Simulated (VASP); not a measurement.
# ZnGeP2 (I-42d) in VASP: further runs

ZnGeP2 is run at these levels: r2SCAN; tasks: single point.

Everything below comes from runs of VASP 6.6.1. Logs are shortened: lines on timing, memory, paths and dates and some standing lists are left out, and cuts for length are marked.

## 1. The cell of the first run

It takes space group I-42d (No. 122, tetragonal). The conventional cell has a = 5.283 Å, b = 5.283 Å, c = 11.008 Å, α = 90.00°, β = 90.00°, γ = 90.00°. Within 3.1 Å of Zn (site symmetry -4) lie 4 P at 2.33 Å. Within 3.1 Å of Ge (site symmetry -4) lie 4 P at 2.31 Å. P (site symmetry 2) has 2 Ge at 2.31 Å and 2 Zn at 2.33 Å within 3.1 Å.

## 2. Single point, r2SCAN (epitaxial xy strain -3.0%)

POSCAR

```
ZnGeP2
1.0
   -2.6416403673      2.6416403673      5.5040158007
    2.6416403673     -2.6416403673      5.5040158007
    2.6416403673      2.6416403673     -5.5040158007
Zn Ge P
2 2 4
Direct
    0.7500000000      0.2500000000      0.5000000000
    0.0000000000      0.0000000000      0.0000000000
    0.2500000000      0.7500000000      0.5000000000
    0.5000000000      0.5000000000      0.0000000000
    0.1268754166      0.6250000000      0.0018754166
    0.8750000000      0.8731245834      0.4981245834
    0.3750000000      0.3768754166      0.5018754166
    0.6231245834      0.1250000000      0.9981245834
```

INCAR.step1

```
PREC = Accurate
ENCUT = 550
ISMEAR = 0
SIGMA = 0.01
LREAL = False
LASPH = True
NELM = 120
NBANDS = 46
GGA = PE
ALGO = Normal
EDIFF = 1E-5
LWAVE = True
LCHARG = False
GGA_COMPAT = False
```

INCAR.step2

```
PREC = Accurate
ENCUT = 550
EDIFF = 1E-6
ISMEAR = 0
SIGMA = 0.01
LREAL = False
LASPH = True
NELM = 120
ALGO = Normal
ISIF = 2
LWAVE = False
LCHARG = False
METAGGA = R2SCAN
LMIXTAU = True
NBANDS = 46
ISTART = 1
GGA_COMPAT = False
```

KPOINTS

```
regular mesh
0
Gamma
  6 6 6
```

Potentials or basis: VASP PAW PBE potentials, release 64 (Zn, Ge_d, P).

On the command line:

```bash
$ cat potpaw_PBE.64/Zn/POTCAR potpaw_PBE.64/Ge_d/POTCAR potpaw_PBE.64/P/POTCAR > POTCAR
$ cp INCAR.step1 INCAR
$ mpirun -np 1 vasp_std > vasp.out
$ cp INCAR.step2 INCAR
$ mpirun -np 1 vasp_std > vasp.out
```

OUTCAR:

```text
PREC = Accurate
   ENCUT = 550
   EDIFF = 1E-6
   ISMEAR = 0
   LREAL = False
   LASPH = True
   NELM = 120
   ISIF = 2
   METAGGA = R2SCAN
   ISTART = 1

 ion  position               nearest neighbor table
   1  0.750  0.250  0.500-   5 2.33   7 2.33   8 2.33   6 2.33
   2  0.000  0.000  0.000-   7 2.33   5 2.33   6 2.33   8 2.33
   3  0.250  0.750  0.500-   7 2.31   8 2.31   5 2.31   6 2.31
   4  0.500  0.500  0.000-   5 2.31   6 2.31   7 2.31   8 2.31
   5  0.127  0.625  0.002-   4 2.31   3 2.31   2 2.33   1 2.33
   6  0.875  0.873  0.498-   4 2.31   3 2.31   2 2.33   1 2.33
   7  0.375  0.377  0.502-   3 2.31   4 2.31   1 2.33   2 2.33
   8  0.623  0.125  0.998-   3 2.31   4 2.31   1 2.33   2 2.33

  LATTYP: Found a body centered tetragonal cell.
 ALAT       =     5.2832807346
 C/A-ratio  =     2.0835598474

  Lattice vectors:

 A1 = (  -2.6416403673,   2.6416403673,   5.5040158007)
 A2 = (   2.6416403673,  -2.6416403673,   5.5040158007)
 A3 = (   2.6416403673,   2.6416403673,  -5.5040158007)

Analysis of symmetry for initial positions (statically):
=====================================================================
 Subroutine PRICEL returns:
 Original cell was already a primitive cell.

 Routine SETGRP: Setting up the symmetry group for a
 body centered tetragonal supercell.

 Subroutine GETGRP returns: Found  8 space group operations
 (whereof  4 operations were pure point group operations)
 out of a pool of 16 trial point group operations.

The static configuration has the point symmetry S_4 .
 The point group associated with its full space group is D_2d.

Analysis of symmetry for dynamics (positions and initial velocities):
=====================================================================
 Subroutine PRICEL returns:
 Original cell was already a primitive cell.

 Routine SETGRP: Setting up the symmetry group for a
 body centered tetragonal supercell.

 Subroutine GETGRP returns: Found  8 space group operations
 (whereof  4 operations were pure point group operations)
 out of a pool of 16 trial point group operations.

The dynamic configuration has the point symmetry S_4 .
 The point group associated with its full space group is D_2d.

 Subroutine INISYM returns: Found  8 space group operations
[... 111 lines left out ...]
   EDIFFG = 0.1E-04   stopping-criterion for IOM
   NSW    =      0    number of steps for IOM
   IBRION =     -1    ionic relax: 0-MD 1-quasi-New 2-CG
   NFREE  =      0    steps in history (QN), initial steepest desc. (CG)
   ISIF   =      2    stress and relaxation
   ISYM   =      2    0-nonsym 1-usesym 2-fastsym
   POTIM  = 0.5000    time-step for ionic-motion
   TEBEG  =    0.0;   TEEND  =   0.0 temperature during run
   PSTRESS=    0.0 pullay stress
   NELECT =      72.0000    total number of electrons
   NUPDOWN=      -1.0000    fix difference up-down
   EMIN   =  10.00;   EMAX   =-10.00  energy-range for DOS
   EFERMI =   0.00;   METHOD = LEGACY
   ISMEAR =     0;   SIGMA  =   0.01  broadening in eV -4-tet -1-fermi 0-gaus
   EFERMI_NEDOS =   21; number of points for ismear=-14 and -15
   IALGO  =     38    algorithm
   IMIX   =      4    mixing-type and parameters
     AMIX     =   0.40;   BMIX     =  1.00
     AMIX_MAG =   1.60;   BMIX_MAG =  1.00
  volume/ion in A,a.u.               =      19.20       129.60
  Fermi-wavevector in a.u.,A,eV,Ry     =   1.271618  2.403009 22.000787  1.617012
  Thomas-Fermi vector in A             =   2.404541
   LORBIT       =      0    0 simple, 1 ext, 2 COOP (PROOUT), +10 PAW based schemes
   METAGGA = R2SCAN    functional components
   LHFCALC =     F    Hartree Fock is set to
   AEXX    =    0.0000 exact exchange contribution
   IVDW    =     0    specifies the selected vdW correction
   LEPSILON=     F    determine dielectric tensor
   LRPA    =     F    only Hartree local field effects (RPA)
 non-spin polarized calculation
 Gauss-broadening in eV      SIGMA  =   0.01
  energy-cutoff  :      550.00
  volume of cell :      153.63
 maximum number of plane-waves:      4522
 NGX is ok and might be reduce to    54
   NGX = 25   NGY = 25   NGZ = 25

 number of electron      71.9999994 magnetization

 Free energy of the ion-electron system (eV)
  ---------------------------------------------------
  ext. energy  EPLUGINS =         0.00000000
  ---------------------------------------------------
  free energy    TOTEN  =       -83.63192482 eV

  energy without entropy =      -83.63192482  energy(sigma->0) =      -83.63192482

 E-fermi :   4.6996     XC(G=0): -10.7302

 val. band max:        4.6252600542   @ k =   0.0000   0.0000   0.0000
 cond. band min:       5.9804393574   @ k =  -0.3333   0.5000   0.3333
 fundamental gap:      1.3551793032
 Fermi energy:         4.6996279445

 k-point     1 :       0.0000    0.0000    0.0000
  band No.  band energies     occupation
      1     -21.0616      2.00000
      2     -21.0549      2.00000
      3     -21.0545      2.00000
      4     -21.0545      2.00000
      5     -21.0418      2.00000
      6     -21.0418      2.00000
[... 1165 lines left out ...]
     45       9.3891      0.00000
     46      10.0511      0.00000

 [... further k-points ...]

------------------------ aborting loop because EDIFF is reached ----------------------------------------

  FORCE on cell =-STRESS in cart. coord.  units (eV):
  Direction    XX          YY          ZZ          XY          YZ          ZX
  --------------------------------------------------------------------------------------
  -------------------------------------------------------------------------------------
  Total        4.4778590      4.4778590     -0.0599456      0.0000000     -0.0000000      0.0000000
  in kB       46.6975338     46.6975338     -0.6251455      0.0000000     -0.0000000      0.0000000
  external PRESSURE =      30.9233074 kB  Pullay stress =       0.0000000 kB

 VOLUME and BASIS-vectors are now :
 -----------------------------------------------------------------------------
  energy-cutoff  :      550.00
  volume of cell :      153.63
      direct lattice vectors                 reciprocal lattice vectors
    -2.641640367  2.641640367  5.504015801     0.000000000  0.189276332  0.090842762
     2.641640367 -2.641640367  5.504015801     0.189276332  0.000000000  0.090842762
     2.641640367  2.641640367 -5.504015801     0.189276332  0.189276332  0.000000000

 POSITION                                       TOTAL-FORCE (eV/Angst)
 -----------------------------------------------------------------------------------
      0.00000      2.64164      2.75201         0.000000     -0.000000      0.000000
      0.00000      0.00000      0.00000        -0.000000      0.000000      0.000000
      2.64164      0.00000      2.75201        -0.000000     -0.000000     -0.000000
      0.00000      0.00000      5.50402         0.000000      0.000000     -0.000000
      1.32082     -1.31091      4.12801        -0.000000      0.013721      0.000000
      1.31091      1.32082      6.88002        -0.013721      0.000000     -0.000000
      1.33073      1.32082      1.37600         0.013721     -0.000000      0.000000
      1.32082      3.95255     -1.37600         0.000000     -0.013721     -0.000000
 -----------------------------------------------------------------------------------
    total drift:                               -0.000005     -0.000005     -0.000006

  FREE ENERGIE OF THE ION-ELECTRON SYSTEM (eV)
  ---------------------------------------------------
  free  energy   TOTEN  =       -83.6319248189 eV

  energy  without entropy=      -83.6319248189  energy(sigma->0) =      -83.63192482
```

OUTCAR.step1:

```text
PREC = Accurate
   ENCUT = 550
   ISMEAR = 0
   LREAL = False
   LASPH = True
[... 1423 lines left out ...]
      1.32082     -1.31091      4.12801         0.000000     -0.059396      0.000000
      1.31091      1.32082      6.88002         0.059396     -0.000000     -0.000000
      1.33073      1.32082      1.37600        -0.059396     -0.000000      0.000000
      1.32082      3.95255     -1.37600         0.000000      0.059396     -0.000000
 -----------------------------------------------------------------------------------
    total drift:                               -0.000003     -0.000003     -0.000004

  FREE ENERGIE OF THE ION-ELECTRON SYSTEM (eV)
  ---------------------------------------------------
  free  energy   TOTEN  =       -34.3144538333 eV

  energy  without entropy=      -34.3144538333  energy(sigma->0) =      -34.31445383
```

OSZICAR.step1:

```text
N       E                     dE             d eps       ncg     rms          rms(c)
DAV:   1     0.726248886621E+03    0.72625E+03   -0.33999E+04  3350   0.303E+03
DAV:   2     0.996583966570E+02   -0.62659E+03   -0.59972E+03  2760   0.871E+02
DAV:   3    -0.265045978661E+02   -0.12616E+03   -0.12377E+03  2986   0.209E+02
DAV:   4    -0.353475103285E+02   -0.88429E+01   -0.87964E+01  3436   0.613E+01
DAV:   5    -0.355583330172E+02   -0.21082E+00   -0.21069E+00  3288   0.104E+01    0.112E+01
DAV:   6    -0.343677588830E+02    0.11906E+01   -0.31822E+00  3760   0.356E+01    0.777E+00
DAV:   7    -0.343235729393E+02    0.44186E-01   -0.23765E+00  3358   0.879E+00    0.346E+00
DAV:   8    -0.343164134876E+02    0.71595E-02   -0.90732E-02  3244   0.207E+00    0.143E+00
DAV:   9    -0.343140713319E+02    0.23422E-02   -0.24362E-02  3512   0.793E-01    0.217E-01
DAV:  10    -0.343141554711E+02   -0.84139E-04   -0.25549E-03  3416   0.430E-01    0.109E-01
DAV:  11    -0.343143645458E+02   -0.20907E-03   -0.27777E-04  3180   0.893E-02    0.671E-02
DAV:  12    -0.343144509917E+02   -0.86446E-04   -0.86264E-05  2756   0.569E-02    0.157E-02
DAV:  13    -0.343144538333E+02   -0.28416E-05   -0.10412E-05  2284   0.375E-02
   1 F= -.34314454E+02 E0= -.34314454E+02  d E =-.656599E-72
```

It took 14 min on 1 thread of Intel Xeon 6975P-C (Granite Rapids), shared host; peak memory 0.53 GiB.

Results:

```
Free energy            : -83.6319 eV
Pressure               : 3.1 GPa
Largest force          : 0.014 eV/Å
Band gap on the k mesh : 1.36 eV (least direct gap 1.80 eV)
```

Forces on the atoms (eV/Å):
```
Zn   0.000  0.000  0.000
Zn   0.000  0.000  0.000
Ge   0.000  0.000  0.000
Ge   0.000  0.000  0.000
P    0.000  0.014  0.000
P   -0.014  0.000  0.000
P    0.014  0.000  0.000
P    0.000 -0.014  0.000
```

Levels at points of the mesh, in eV from the valence-band top:
| k point | band 33 | band 34 | band 35 | band 36 | band 37 | band 38 | band 39 | band 40 |
| --- | --- | --- | --- | --- | --- | --- | --- | --- |
| (0.00, 0.00, 0.00) | -2.66 | -0.27 | 0.00 | 0.00 | 1.80 | 1.92 | 2.14 | 3.26 |
| (0.50, 0.00, 0.00) | -2.74 | -2.25 | -1.90 | -1.17 | 2.49 | 2.67 | 3.00 | 4.08 |
| (0.50, 0.50, 0.00) | -1.13 | -1.13 | -0.84 | -0.84 | 1.51 | 1.51 | 3.76 | 3.76 |
| (0.50, 0.50, 0.50) | -1.94 | -1.94 | -1.41 | -1.41 | 1.39 | 1.39 | 1.47 | 1.47 |

Caveat: the cell differs from its parent crystal (epitaxial xy strain -3.0%); the cell stands under pressure; the PAW data sets were made with another functional, which shifts forces and pressure a little.

## 3. Single point, r2SCAN (epitaxial xy strain -2.0%)

POSCAR

```
ZnGeP2
1.0
   -2.6688737731      2.6688737731      5.4582001700
    2.6688737731     -2.6688737731      5.4582001700
    2.6688737731      2.6688737731     -5.4582001700
Zn Ge P
2 2 4
Direct
    0.7500000000      0.2500000000      0.5000000000
    0.0000000000      0.0000000000      0.0000000000
    0.2500000000      0.7500000000      0.5000000000
    0.5000000000      0.5000000000      0.0000000000
    0.1276172378      0.6250000000      0.0026172378
    0.8750000000      0.8723827622      0.4973827622
    0.3750000000      0.3776172378      0.5026172378
    0.6223827622      0.1250000000      0.9973827622
```

INCAR.step1

```
SYSTEM = ZnGeP2
PREC = Accurate ; ENCUT = 550
ISMEAR = 0 ; SIGMA = 0.01
LREAL = .False. ; LASPH = .True.
NELM = 120 ; NBANDS = 46
GGA = PE ; ALGO = Normal
EDIFF = 1E-5 ; LWAVE = .True.
LCHARG = .False. ; GGA_COMPAT = .False.
```

INCAR.step2

```
SYSTEM = ZnGeP2
PREC = Accurate ; ENCUT = 550
EDIFF = 1E-6 ; ISMEAR = 0
SIGMA = 0.01 ; LREAL = .False.
LASPH = .True. ; NELM = 120
ALGO = Normal ; ISIF = 2
LWAVE = .False. ; LCHARG = .True.
METAGGA = R2SCAN ; LMIXTAU = .True.
LELF = .True. ; LVHAR = .True.
NBANDS = 46 ; ISTART = 1
GGA_COMPAT = .False.
```

KPOINTS

```
regular mesh
0
Gamma
  6 6 6
  0 0 0
```

Potentials or basis: VASP PAW PBE potentials, release 64 (Zn, Ge_d, P).

On the command line:

```bash
$ cat potpaw_PBE.64/Zn/POTCAR potpaw_PBE.64/Ge_d/POTCAR potpaw_PBE.64/P/POTCAR > POTCAR
$ cp INCAR.step1 INCAR
$ mpirun -np 1 vasp_std > vasp.out
$ cp INCAR.step2 INCAR
$ mpirun -np 1 vasp_std > vasp.out
```

Wall time 15 min (1 thread of Intel Xeon 6975P-C (Granite Rapids), shared host); peak memory 0.52 GiB.

The run converged. Its results:

```
Free energy            : -83.7083 eV
Pressure               : 1.9 GPa
Largest force          : 0.014 eV/Å
Band gap on the k mesh : 1.46 eV (least direct gap 1.77 eV)
```

Forces in eV/Å, atoms in the order of the input:
```
Zn   0.000  0.000  0.000
Zn   0.000  0.000  0.000
Ge   0.000  0.000  0.000
Ge   0.000  0.000  0.000
P    0.000  0.014  0.000
P   -0.014  0.000  0.000
P    0.014  0.000  0.000
P    0.000 -0.014  0.000
```

Stress tensor (GPa, compression positive):
```
 2.96  0.00  0.00
 0.00  2.96  0.00
 0.00  0.00 -0.09
```

Levels at points of the mesh, in eV from the valence-band top:
```tsv
k point	band 33	band 34	band 35	band 36	band 37	band 38	band 39	band 40
(0.00, 0.00, 0.00)	-2.64	-0.14	0.00	0.00	1.77	1.93	2.09	3.34
(0.50, 0.00, 0.00)	-2.65	-2.11	-1.81	-1.08	2.60	2.76	3.04	4.21
(0.50, 0.50, 0.00)	-1.15	-1.15	-0.80	-0.80	1.57	1.57	3.65	3.65
(0.50, 0.50, 0.50)	-1.94	-1.94	-1.39	-1.39	1.46	1.46	1.59	1.59
```

Caveat: the cell differs from its parent crystal (epitaxial xy strain -2.0%); the PAW data sets were made with another functional, which shifts forces and pressure a little. A k mesh can miss the band edges.
